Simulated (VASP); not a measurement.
Set up this calculation in VASP 6.6.1, as the native input.

```
Task                   : single point
Functional             : LDA
Potentials or basis    : VASP PAW LDA potentials, release 64 (Mg_sv, O)
Cutoff                 : 840 eV
k mesh                 : 10 × 10 × 10
Occupations            : gaussian, width 0.02 eV
Spin                   : no spin polarisation
Dipole correction      : no
Further INCAR settings : ALGO = Normal; EDIFF = 1e-06; NBANDS = 15
```

The structure of MgO lies in POSCAR:

```
MgO
1.0
    0.0000000000      2.0803454589      2.0803454589
    2.0803454589      0.0000000000      2.0803454589
    2.0803454589      2.0803454589      0.0000000000
Mg O
1 1
Direct
    0.0000000000      0.0000000000      0.0000000000
    0.5000000000      0.5000000000      0.5000000000
```

These files were run (other wordings do the same):

INCAR

```
SYSTEM = MgO
PREC = Accurate ; ENCUT = 840
EDIFF = 1E-6 ; ISMEAR = 0
SIGMA = 0.02 ; LREAL = .FALSE.
LASPH = .TRUE. ; NELM = 120
ALGO = Normal ; ISIF = 2
LWAVE = .FALSE. ; LCHARG = .TRUE.
GGA = CA ; LELF = .TRUE.
LVHAR = .TRUE. ; NBANDS = 15
GGA_COMPAT = .FALSE.
```

KPOINTS

```
Automatic mesh
0
G
  10 10 10
  0 0 0
```

Potentials or basis: VASP PAW LDA potentials, release 64 (Mg_sv, O).

The run is started by

```sh
$ cat potpaw_LDA.64/Mg_sv/POTCAR potpaw_LDA.64/O/POTCAR > POTCAR
$ mpirun -np 1 vasp_std > vasp.out
```

It gave:

```json
{
 "Pressure": "0.4 GPa",
 "Band gap on the k mesh": "5.03 eV"
}
```

Run time: 13 s on 1 thread of AMD EPYC 9R45 96-Core Processor (Zen 5) (shared host), peak memory 0.12 GiB.
